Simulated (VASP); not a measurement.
Set up this calculation in VASP 6.6.1, as the native input.

```yaml
Task: single point
Functional: r2SCAN
Potentials_or_basis: VASP PAW PBE potentials, release 64 (W_sv)
Cutoff: 520 eV
k_mesh: 13 × 13 × 13
Occupations: fermi-dirac, width 0.1 eV
Spin: no spin polarisation
Dipole_correction: no
Further_INCAR_settings: ALGO = Normal; EDIFF = 1e-06; NBANDS = 13
```

Crystal: W.

```
W
1.0
     2.69013    0.00000    0.00000
     0.00000    2.69013    0.00000
     0.00000    0.00000    2.69013
W
1
Direct
  0.00000 0.00000 0.00000
```

This cell differs from its parent crystal: volume scaled by 1.08.

One way to write it, as run:

POSCAR

```
W
1.0
    2.6901309722      0.0000000000      0.0000000000
    0.0000000000      2.6901309722      0.0000000000
    0.0000000000      0.0000000000      2.6901309722
W
1
Direct
    0.0000000000      0.0000000000      0.0000000000
```

INCAR.step1

```
  PREC = Accurate
  ENCUT = 520
  ISMEAR = -1
  SIGMA = 0.1
  LREAL = False
  LASPH = True
  NELM = 100
  NBANDS = 13
  GGA = PE
  ALGO = Normal
  EDIFF = 1E-4
  LWAVE = True
  LCHARG = False
```

INCAR.step2

```
  PREC = Accurate
  ENCUT = 520
  EDIFF = 1E-6
  ISMEAR = -1
  SIGMA = 0.1
  LREAL = False
  LASPH = True
  NELM = 100
  ALGO = Normal
  ISIF = 2
  LWAVE = False
  LCHARG = True
  METAGGA = R2SCAN
  LMIXTAU = True
  LELF = True
  LVHAR = True
  NBANDS = 13
  ISTART = 1
```

KPOINTS

```
regular mesh
0
Gamma
  13 13 13
```

Potentials or basis: VASP PAW PBE potentials, release 64 (W_sv).

Launch:

```console
$ cat potpaw_PBE.64/W_sv/POTCAR > POTCAR
$ cp INCAR.step1 INCAR
$ mpirun -np 1 vasp_std > vasp.out
$ cp INCAR.step2 INCAR
$ mpirun -np 1 vasp_std > vasp.out
```

It gave:

```json
{
  "Pressure": "-14.2 GPa",
  "Band gap on the k mesh": "zero (band 7 reaches 10.44 eV, above the bottom of band 8 at 7.94 eV)"
}
```

Caveat: the PAW data sets were made with another functional, which shifts forces and pressure a little; spin-orbit coupling is left out, which moves the levels of the heavy elements.

It took 66 s on 1 thread of Intel(R) Xeon(R) Platinum 8375C CPU @ 2.90GHz (Ice Lake), with other jobs on the host, peak memory 0.14 GiB.
